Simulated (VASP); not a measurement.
Crystal: Ni3Pt.

```
Ni Pt
1.0
     3.76411    0.00000    0.00000
     0.00000    3.76411    0.00000
     0.00000    0.00000    3.76411
Ni Pt
3 1
Direct
  0.50000 0.00000 0.50000
  0.00000 0.50000 0.50000
  0.50000 0.50000 0.00000
  0.00000 0.00000 0.00000
```

This cell differs from its parent crystal: volume scaled by 1.12.

Base run:

| Quantity | Value |
| --- | --- |
| Program | VASP 6.6.1 |
| Functional | LDA |
| Potentials or basis | VASP PAW LDA potentials, release 64 (Ni, Pt) |
| Cutoff | 520 eV |
| k mesh | 9 × 9 × 9 |
| Occupations | fermi-dirac, width 0.05 eV |
| Spin | collinear spin, ferromagnetic start |
| Starting moments | [1.5, 1.5, 1.5, 0.6] μB |

Its results: pressure -28.2 GPa.

Question: The run is repeated on the same cell with these changes: spin from collinear spin, ferromagnetic start to no spin polarisation; further incar settings from ALGO = Normal; EDIFF = 1e-06; NBANDS = 32 to ALGO = Normal; EDIFF = 1e-07; NBANDS = 28. What comes out?

Answer: Pressure -29.5 GPa.
